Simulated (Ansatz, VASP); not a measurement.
## Mo: VASP beside Ansatz

```
CELL_PARAMETERS angstrom
2.83945 0.00000 0.00000
-1.41972 2.45903 0.00000
0.00000 0.00000 5.00859
ATOMIC_POSITIONS crystal
Mo 0.33333 0.66667 0.25000
Mo 0.66667 0.33333 0.75000
```

Alike in both runs: task single point; functional PBEsol; k mesh 15 × 15 × 8; occupations fermi-dirac, width 0.1 eV; no spin polarisation.

```csv
,VASP,Ansatz
version,VASP 6.6.1,Ansatz 0.2.0
potentials or method,"VASP PAW PBE potentials, release 64 (Mo_sv), cutoff 520 eV","plane waves (420 eV) with PAW, scalar-relativistic"
valence electrons in the cell,28,28
```

|  | VASP | Ansatz | Ansatz less VASP |
| --- | --- | --- | --- |
| pressure (GPa) | -22.7 | -23.0 | -0.28 |
| traceless stress, the component that is largest in VASP (GPa) | 2.55 | 2.61 | +0.060 |

VASP's potentials were made for PBE, not for PBEsol, and Ansatz warns of the same on its side. The functional is the same, so the differences come from potentials, cutoffs and numerics.
